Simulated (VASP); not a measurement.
Here is a VASP 6.6.1 calculation.

File INCAR:

```
PREC     = Accurate       # precision mode
ENCUT    = 520            # plane-wave cutoff, eV
EDIFF    = 1E-8           # SCF threshold, eV
ISMEAR   = -1             # smearing method
SIGMA    = 0.05           # smearing width, eV
LREAL    = F              # projectors in reciprocal space
LASPH    = T              # aspherical terms in the spheres
NELM     = 100            # most SCF steps
ALGO     = Normal         # electronic algorithm
ISIF     = 2              # what is computed and relaxed
LWAVE    = F              # write WAVECAR
LCHARG   = F              # write CHGCAR
GGA      = PE             # functional
LEFG     = T            
NBANDS   = 12             # bands
```

Contents of KPOINTS:

```
Automatic mesh
0
Gamma
  13 13 13
```

POSCAR

```
Tl
1.0
   -1.9080953382      1.9080953382      1.9080953382
    1.9080953382     -1.9080953382      1.9080953382
    1.9080953382      1.9080953382     -1.9080953382
Tl
1
Direct
    0.0000000000      0.0000000000      0.0000000000
```

Potentials or basis: VASP PAW PBE potentials, release 64 (Tl_d).

Launch:

```sh
$ cat potpaw_PBE.64/Tl_d/POTCAR > POTCAR
$ mpirun -np 1 vasp_std > vasp.out
```

What does it give for the band gap on the k mesh?

Zero (an odd number of electrons rules out a gap without spin polarisation).

Predict the pressure.

4.4 GPa.

Caveat: the cell stands under pressure; spin-orbit coupling is left out, which moves the levels of the heavy elements.
